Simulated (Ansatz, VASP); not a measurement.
# Two plane-wave programs on Co

The input INCAR:

```
PREC     = Accurate       # precision mode
ENCUT    = 520            # plane-wave cutoff, eV
EDIFF    = 1E-7           # SCF threshold, eV
ISMEAR   = -1             # smearing method
SIGMA    = 0.05           # smearing width, eV
LREAL    = False          # projectors in reciprocal space
LASPH    = True           # aspherical terms in the spheres
NELM     = 150            # most SCF steps
ALGO     = Normal         # electronic algorithm
ISIF     = 2              # what is computed and relaxed
LWAVE    = False          # write WAVECAR
LCHARG   = True           # write CHGCAR
ISPIN    = 2              # spin polarisation
MAGMOM   = 1.7 1.7 1.7    # initial moments
LORBIT   = 11             # projections on sites
LMAXMIX  = 4              # l up to which the mixer works
GGA      = PE             # functional
LELF     = True           # ELF
LVHAR    = True         
NBANDS   = 24             # bands
```

Contents of KPOINTS:

```
regular mesh
0
Gamma
  10 10 14
```

POSCAR

```
Co
1.0
    3.6313356630      0.0000000000      0.0000000000
   -1.8156678315      3.1448289338      0.0000000000
    0.0000000000      0.0000000000      2.2067168637
Co
3
Direct
    0.0000000000      0.0000000000      0.0000000000
    0.3333333333      0.6666666667      0.5000000000
    0.6666666667      0.3333333333      0.5000000000
```

Input for Ansatz:

```yaml
crystal:
  lattice:
    - [3.631335663, 0.0, 0.0]
    - [-1.8156678315, 3.1448289338, 0.0]
    - [0.0, 0.0, 2.2067168637]
  atoms:
    - { symbol: Co, position: [0.0, 0.0, 0.0], spin: 1.7 }
    - { symbol: Co, position: [0.3333333333, 0.6666666667, 0.5], spin: 1.7 }
    - { symbol: Co, position: [0.6666666667, 0.3333333333, 0.5], spin: 1.7 }
magnetization:
  spin_polarized: true
kpoints:
  mp_grid: { grid: [10, 10, 14] }
scf:
  occupations: { method: fermi_dirac, width: 0.05 }
hamiltonian:
  xc: pbe
  pseudopotentials: { kind: paw }
output:
  forces: true
  stress: true
  eigenvalues: true
  populations: true
  write_density: true
  write_potential: true
  elf: true
  volumetric_format: npy
```

Change from the starting cell: volume scaled by 0.76, PAW files.

Alike in both runs: task single point; functional PBE; k mesh 10 × 10 × 14; occupations fermi-dirac, width 0.05 eV; collinear spin.

|  | VASP | Ansatz |
| --- | --- | --- |
| version | VASP 6.6.1 | Ansatz 0.2.0 |
| potentials or method | VASP PAW PBE potentials, release 64 (Co) | PAW with Ansatz's default frozen-core files, scalar-relativistic |
| plane-wave cutoff (eV) | 520 | 420 |
| valence electrons in the cell | 27 | 51 |

```csv
,VASP,Ansatz,Ansatz less VASP
pressure (GPa),103.0,105.9,+2.94
"traceless stress, the component that is largest in VASP (GPa)",0.32,0.05,-0.273
net moment per atom (μB),1.34,1.34,+0.002
size of the moment on the site where the two differ most (μB),1.39,1.45,+0.065
```

Site moments also hang on the region over which each program counts them. Both programs put the cell under a high pressure, so it lies far from rest at this level. With one functional, cell and mesh, what is left measures potentials, basis and numerics. VASP's potentials hold 27 valence electrons a cell and Ansatz's 51, so a difference there can come from the potentials and not from the codes.

Noted on VASP's run: the cell as given lies far from equilibrium.
